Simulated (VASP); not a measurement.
# Cd4H (I-43m) in VASP: single point with PBE

Aim: the single point of Cd4H with PBE.

Everything below comes from runs of VASP 6.6.1. Logs are shortened: lines on timing, memory, paths and dates and some standing lists are left out, and cuts for length are marked.

## (1) The cell of the first run

Symmetry: I-43m, No. 217, cubic system. The conventional cell has a = 6.188 Å, b = 6.188 Å, c = 6.188 Å, α = 90.00°, β = 90.00°, γ = 90.00°. Cd (site symmetry 3m) has 1 H at 1.98 Å within 2.6 Å. H (site symmetry -43m) has 4 Cd at 1.98 Å within 2.6 Å.

## (2) Single point, PBE

INCAR reads:

```
PREC = Accurate
ENCUT = 520
EDIFF = 1E-6
ISMEAR = 0
SIGMA = 0.1
LREAL = False
LASPH = True
NELM = 60
ALGO = Normal
ISIF = 2
LWAVE = False
LCHARG = True
GGA = PE
LELF = True
LVHAR = True
NBANDS = 32
```

KPOINTS reads:

```
Automatic mesh
0
Gamma
  4 4 4
```

POSCAR reads:

```
Cd4H
1.0
   -3.0942241100      3.0942241100      3.0942241100
    3.0942241100     -3.0942241100      3.0942241100
    3.0942241100      3.0942241100     -3.0942241100
Cd H
4 1
Direct
    0.0000000000      0.6305807800      0.0000000000
    0.3694192200      0.3694192200      0.3694192200
    0.0000000000      0.0000000000      0.6305807800
    0.6305807800      0.0000000000      0.0000000000
    0.0000000000      0.0000000000      0.0000000000
```

Potentials or basis: VASP PAW PBE potentials, release 64 (Cd, H).

Run with:

```sh
cat potpaw_PBE.64/Cd/POTCAR potpaw_PBE.64/H/POTCAR > POTCAR
mpirun -np 1 vasp_std > vasp.out
```

OUTCAR:

```text
PREC = Accurate
   ENCUT = 520
   EDIFF = 1E-6
   ISMEAR = 0
   LREAL = False
   LASPH = True
   NELM = 60
   ISIF = 2
   GGA = PE

 ion  position               nearest neighbor table
   1  0.000  0.631  0.000-   5 1.98   3 3.23   4 3.23   2 3.23   4 3.30   3 3.30   2 3.30   3 3.30
                             4 3.30   2 3.30
   2  0.369  0.369  0.369-   5 1.98   3 3.23   1 3.23   4 3.23   3 3.30   4 3.30   3 3.30   1 3.30
                             4 3.30   1 3.30
   3  0.000  0.000  0.631-   5 1.98   1 3.23   4 3.23   2 3.23   2 3.30   4 3.30   1 3.30   1 3.30
                             4 3.30   2 3.30
   4  0.631  0.000  0.000-   5 1.98   1 3.23   3 3.23   2 3.23   2 3.30   3 3.30   1 3.30   2 3.30
                             1 3.30   3 3.30
   5  0.000  0.000  0.000-   1 1.98   2 1.98   3 1.98   4 1.98

  LATTYP: Found a body centered cubic cell.
 ALAT       =     6.1884482200

  Lattice vectors:

 A1 = (  -3.0942241100,   3.0942241100,   3.0942241100)
 A2 = (   3.0942241100,  -3.0942241100,   3.0942241100)
 A3 = (   3.0942241100,   3.0942241100,  -3.0942241100)

Analysis of symmetry for initial positions (statically):
=====================================================================
 Subroutine PRICEL returns:
 Original cell was already a primitive cell.

 Routine SETGRP: Setting up the symmetry group for a
 body centered cubic supercell.

 Subroutine GETGRP returns: Found 24 space group operations
 (whereof 24 operations were pure point group operations)
 out of a pool of 48 trial point group operations.

The static configuration has the point symmetry T_d .

Analysis of symmetry for dynamics (positions and initial velocities):
=====================================================================
 Subroutine PRICEL returns:
 Original cell was already a primitive cell.

 Routine SETGRP: Setting up the symmetry group for a
 body centered cubic supercell.

 Subroutine GETGRP returns: Found 24 space group operations
 (whereof 24 operations were pure point group operations)
 out of a pool of 48 trial point group operations.

The dynamic configuration has the point symmetry T_d .

 Subroutine INISYM returns: Found 24 space group operations
 (whereof 24 operations are pure point group operations),
 and found     1 'primitive' translations

----------------------------------------------------------------------------------------

                                     Primitive cell

  volume of cell :     118.4992

  direct lattice vectors                    reciprocal lattice vectors
    -3.094224110  3.094224110  3.094224110     0.000000000  0.161591398  0.161591398
     3.094224110 -3.094224110  3.094224110     0.161591398  0.000000000  0.161591398
     3.094224110  3.094224110 -3.094224110     0.161591398  0.161591398  0.000000000

  length of vectors
     5.359353369  5.359353369  5.359353369     0.228524747  0.228524747  0.228524747

  position of ions in fractional coordinates (direct lattice)
     0.000000000  0.630580780  0.000000000
     0.369419220  0.369419220  0.369419220
     0.000000000  0.000000000  0.630580780
     0.630580780  0.000000000  0.000000000
     0.000000000  0.000000000  0.000000000

  ion indices of the primitive-cell ions
   primitive index   ion index
                 1           1
                 2           2
                 3           3
                 4           4
                 5           5

----------------------------------------------------------------------------------------

 KPOINTS: Automatic mesh

Automatic generation of k-mesh.
 Grid dimensions read from file:
 generate k-points for:    4    4    4

 Generating k-lattice:

  Cartesian coordinates                     Fractional coordinates (reciprocal lattice)
     0.000000000  0.040397850  0.040397850     0.250000000  0.000000000  0.000000000
     0.040397850  0.000000000  0.040397850     0.000000000  0.250000000  0.000000000
     0.040397850  0.040397850  0.000000000     0.000000000  0.000000000  0.250000000

  Length of vectors
     0.057131187  0.057131187  0.057131187

  Shift w.r.t. Gamma in fractional coordinates (k-lattice)
     0.000000000  0.000000000  0.000000000

 Subroutine IBZKPT returns following result:
 ===========================================

 Found      8 irreducible k-points:

 Following reciprocal coordinates:
            Coordinates               Weight
  0.000000  0.000000  0.000000      1.000000
  0.250000  0.000000  0.000000     12.000000
  0.500000  0.000000  0.000000      6.000000
  0.250000  0.250000  0.000000     24.000000
  0.250000  0.250000  0.250000      2.000000
 -0.250000  0.250000  0.250000      6.000000
  0.500000  0.500000  0.250000     12.000000
  0.500000  0.500000  0.500000      1.000000
   k-points           NKPTS =      8   k-points in BZ     NKDIM =      8   number of bands    NBANDS=     32
   number of dos      NEDOS =    301   number of ions     NIONS =      5
   total plane-waves  NPLWV =  64000
   dimension x,y,z NGX =    40 NGY =   40 NGZ =   40
   dimension x,y,z NGXF=    80 NGYF=   80 NGZF=   80
   ions per type =               4   1
   NGX,Y,Z   is equivalent  to a cutoff of  12.41, 12.41, 12.41 a.u.
   NGXF,Y,Z  is equivalent  to a cutoff of  24.82, 24.82, 24.82 a.u.
 SYSTEM =  unknown system
   PREC   = accura    normal or accurate (medium, high low for compatibility)
   ISTART =      0    job   : 0-new  1-cont  2-samecut
   ICHARG =      2    charge: 1-file 2-atom 10-const
   ISPIN  =      1    spin polarized calculation?
   LNONCOLLINEAR =      F non collinear calculations
   LSORBIT =      F    spin-orbit coupling
   LASPH  =      T    aspherical Exc in radial PAW
   ENCUT  =  520.0 eV  38.22 Ry    6.18 a.u.   9.96  9.96  9.96*2*pi/ulx,y,z
   NELM   =     60;   NELMIN=  2; NELMDL= -5     # of ELM steps
   EDIFF  = 0.1E-05   stopping-criterion for ELM
   LREAL  =      F    real-space projection
   EDIFFG = 0.1E-04   stopping-criterion for IOM
   NSW    =      0    number of steps for IOM
   IBRION =     -1    ionic relax: 0-MD 1-quasi-New 2-CG
   NFREE  =      0    steps in history (QN), initial steepest desc. (CG)
   ISIF   =      2    stress and relaxation
   ISYM   =      2    0-nonsym 1-usesym 2-fastsym
   POTIM  = 0.5000    time-step for ionic-motion
   TEBEG  =    0.0;   TEEND  =   0.0 temperature during run
   PSTRESS=    0.0 pullay stress
   NELECT =      49.0000    total number of electrons
   NUPDOWN=      -1.0000    fix difference up-down
   EMIN   =  10.00;   EMAX   =-10.00  energy-range for DOS
   EFERMI =   0.00;   METHOD = LEGACY
   ISMEAR =     0;   SIGMA  =   0.10  broadening in eV -4-tet -1-fermi 0-gaus
   EFERMI_NEDOS =   21; number of points for ismear=-14 and -15
   IALGO  =     38    algorithm
   IMIX   =      4    mixing-type and parameters
     AMIX     =   0.40;   BMIX     =  1.00
     AMIX_MAG =   1.60;   BMIX_MAG =  1.00
  volume/ion in A,a.u.               =      23.70       159.93
  Fermi-wavevector in a.u.,A,eV,Ry     =   1.219650  2.304804 20.239282  1.487545
  Thomas-Fermi vector in A             =   2.354894
   LORBIT       =      0    0 simple, 1 ext, 2 COOP (PROOUT), +10 PAW based schemes
   GGA     = PE    functional components
   LHFCALC =     F    Hartree Fock is set to
   AEXX    =    0.0000 exact exchange contribution
   IVDW    =     0    specifies the selected vdW correction
   LEPSILON=     F    determine dielectric tensor
   LRPA    =     F    only Hartree local field effects (RPA)
 non-spin polarized calculation
 Gauss-broadening in eV      SIGMA  =   0.10
  energy-cutoff  :      520.00
  volume of cell :      118.50
 maximum number of plane-waves:      3252
   NGX = 19   NGY = 19   NGZ = 19

 number of electron      49.0000005 magnetization

 Free energy of the ion-electron system (eV)
  ---------------------------------------------------
  ext. energy  EPLUGINS =         0.00000000
  ---------------------------------------------------
  free energy    TOTEN  =        -4.51273861 eV

  energy without entropy =       -4.50380467  energy(sigma->0) =       -4.50827164

 E-fermi :   1.0993     XC(G=0):  -9.4798

 val. band max:        0.9235864077   @ k =   0.2500   0.2500   0.0000
 cond. band min:       1.1814379358   @ k =   0.2500   0.0000   0.0000
 fundamental gap:      0.2578515281
 Fermi energy:         1.0992989132

 k-point     1 :       0.0000    0.0000    0.0000
  band No.  band energies     occupation
      1      -8.9881      2.00000
      2      -7.7284      2.00000
      3      -7.7284      2.00000
      4      -7.6523      2.00000
      5      -7.6523      2.00000
      6      -7.6523      2.00000
[... 24 lines left out ...]
     31       3.5303      0.00000
     32       5.8528      0.00000

 k-point     2 :       0.2500    0.0000    0.0000
  band No.  band energies     occupation
      1      -8.8904      2.00000
      2      -7.7624      2.00000
      3      -7.7380      2.00000
      4      -7.6843      2.00000
      5      -7.6675      2.00000
      6      -7.6608      2.00000
[... 24 lines left out ...]
     31       5.6929      0.00000
     32       7.0066      0.00000

 k-point     3 :       0.5000    0.0000    0.0000
  band No.  band energies     occupation
      1      -8.7847      2.00000
      2      -7.8760      2.00000
      3      -7.7065      2.00000
      4      -7.6976      2.00000
      5      -7.6549      2.00000
      6      -7.5969      2.00000
[... 24 lines left out ...]
     31       7.8220      0.00000
     32       8.2595      0.00000

 k-point     4 :       0.2500    0.2500    0.0000
  band No.  band energies     occupation
      1      -8.7850      2.00000
      2      -7.8321      2.00000
      3      -7.7859      2.00000
      4      -7.7052      2.00000
      5      -7.6535      2.00000
      6      -7.5930      2.00000
[... 24 lines left out ...]
     31       7.0540      0.00000
     32       7.8695      0.00000

 k-point     5 :       0.2500    0.2500    0.2500
  band No.  band energies     occupation
      1      -8.7788      2.00000
      2      -7.8275      2.00000
      3      -7.8275      2.00000
      4      -7.8275      2.00000
      5      -7.5712      2.00000
      6      -7.5712      2.00000
[... 24 lines left out ...]
     31       6.8860      0.00000
     32       6.8860      0.00000

 k-point     6 :      -0.2500    0.2500    0.2500
  band No.  band energies     occupation
      1      -8.7906      2.00000
      2      -7.7567      2.00000
      3      -7.7567      2.00000
      4      -7.7312      2.00000
      5      -7.6411      2.00000
      6      -7.5947      2.00000
[... 24 lines left out ...]
     31       7.8699      0.00000
     32       7.8699      0.00000

 k-point     7 :       0.5000    0.5000    0.2500
  band No.  band energies     occupation
      1      -8.6773      2.00000
      2      -7.8156      2.00000
      3      -7.7815      2.00000
      4      -7.6959      2.00000
      5      -7.6307      2.00000
      6      -7.5390      2.00000
[... 24 lines left out ...]
     31       7.5665      0.00000
     32       8.2980      0.00000

 k-point     8 :       0.5000    0.5000    0.5000
  band No.  band energies     occupation
      1      -8.5494      2.00000
      2      -7.7631      2.00000
      3      -7.7631      2.00000
      4      -7.7631      2.00000
      5      -7.5370      2.00000
      6      -7.5370      2.00000
[... 24 lines left out ...]
     31       6.6364      0.00000
     32       8.0618      0.00000

------------------------ aborting loop because EDIFF is reached ----------------------------------------

  FORCE on cell =-STRESS in cart. coord.  units (eV):
  Direction    XX          YY          ZZ          XY          YZ          ZX
  --------------------------------------------------------------------------------------
  -------------------------------------------------------------------------------------
  Total        0.7405111      0.7405111      0.7405111      0.0000000      0.0000000      0.0000000
  in kB       10.0121383     10.0121383     10.0121383      0.0000000      0.0000000      0.0000000
  external PRESSURE =      10.0121383 kB  Pullay stress =       0.0000000 kB

 VOLUME and BASIS-vectors are now :
 -----------------------------------------------------------------------------
  energy-cutoff  :      520.00
  volume of cell :      118.50
      direct lattice vectors                 reciprocal lattice vectors
    -3.094224110  3.094224110  3.094224110     0.000000000  0.161591398  0.161591398
     3.094224110 -3.094224110  3.094224110     0.161591398  0.000000000  0.161591398
     3.094224110  3.094224110 -3.094224110     0.161591398  0.161591398  0.000000000

 POSITION                                       TOTAL-FORCE (eV/Angst)
 -----------------------------------------------------------------------------------
      1.95116     -1.95116      1.95116        -0.443658      0.443658     -0.443658
      1.14307      1.14307      1.14307         0.443658      0.443658      0.443658
      1.95116      1.95116     -1.95116        -0.443658     -0.443658      0.443658
     -1.95116      1.95116      1.95116         0.443658     -0.443658     -0.443658
      0.00000      0.00000      0.00000        -0.000000     -0.000000      0.000000
 -----------------------------------------------------------------------------------
    total drift:                                0.000001      0.000001      0.000001

  FREE ENERGIE OF THE ION-ELECTRON SYSTEM (eV)
  ---------------------------------------------------
  free  energy   TOTEN  =        -4.5127386114 eV

  energy  without entropy=       -4.5038046734  energy(sigma->0) =       -4.50827164
```

Wall time 49 s (1 thread of Intel Xeon 6975P-C, shared host); peak memory 0.24 GiB.

Results:

```yaml
Free_energy: -4.5127 eV
Pressure: 1.0 GPa
Largest_force: 0.768 eV/Å
```

Forces on the atoms (eV/Å):
```
Cd  -0.444  0.444 -0.444
Cd   0.444  0.444  0.444
Cd  -0.444 -0.444  0.444
Cd   0.444 -0.444 -0.444
H    0.000  0.000  0.000
```
